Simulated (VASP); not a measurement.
The system is ZnO.

```
Zn O
1.0
     3.28797    0.00000    0.00000
    -1.64398    2.84746    0.00000
     0.00000    0.00000    7.13044
Zn O
2 2
Direct
  0.00000 0.00000 0.75000
  0.00000 0.00000 0.25000
  0.33333 0.66667 0.25000
  0.66667 0.33333 0.75000
```

| Quantity | Value |
| --- | --- |
| Program | VASP 6.6.1 |
| Task | relaxation of cell and atoms |
| Functional | PBE |
| Dispersion | D3(BJ) |
| Potentials or basis | VASP PAW PBE potentials, release 64 (Zn, O) |
| Cutoff | 600 eV |
| k mesh | 12 × 12 × 4 |
| Occupations | gaussian, width 0.02 eV |
| Spin | no spin polarisation |

At the start: pressure -1.7 GPa; volume 16.69 Å³/atom.

**Question.** How do energy, volume and symmetry change on relaxing?

**Answer.** Over 13 steps the energy falls by 18.8 meV/atom and the volume is 14.21 Å³/atom (-14.8 %); space group P6_3/mmc (No. 194, to 0.05 Å).

Step by step:
```
step  energy change (eV)  largest force (eV/Å)  pressure (GPa)  volume (Å³)
   1              0.0000                0.0000           -1.66        66.76
   2             -0.0065                0.0000            0.56        65.10
   3             -0.0070                0.0000            0.04        65.45
   4             -0.0167                0.0000            0.11        64.54
   5             -0.0437                0.0000            0.39        61.83
   6             -0.0719                0.0000            1.50        56.41
   7             -0.0403                0.0000           -4.10        57.39
   8             -0.0750                0.0000            0.06        56.64
   9             -0.0750                0.0000            0.09        56.63
  10             -0.0751                0.0000            0.03        56.72
  11             -0.0751                0.0000            0.09        56.74
  12             -0.0751                0.0000            0.09        56.78
  13             -0.0751                0.0000           -0.01        56.85
```

Final structure:
```xyz
4
Lattice="3.2747 0.0000 0.0000 -1.6374 2.8360 0.0000 0.0000 0.0000 6.1217" Properties=species:S:1:pos:R:3 pbc="T T T"
Zn    3.2747    0.0000    4.5913
Zn    0.0000    0.0000    1.5304
O     0.0000    1.8907    1.5304
O     1.6374    0.9453    4.5913
```
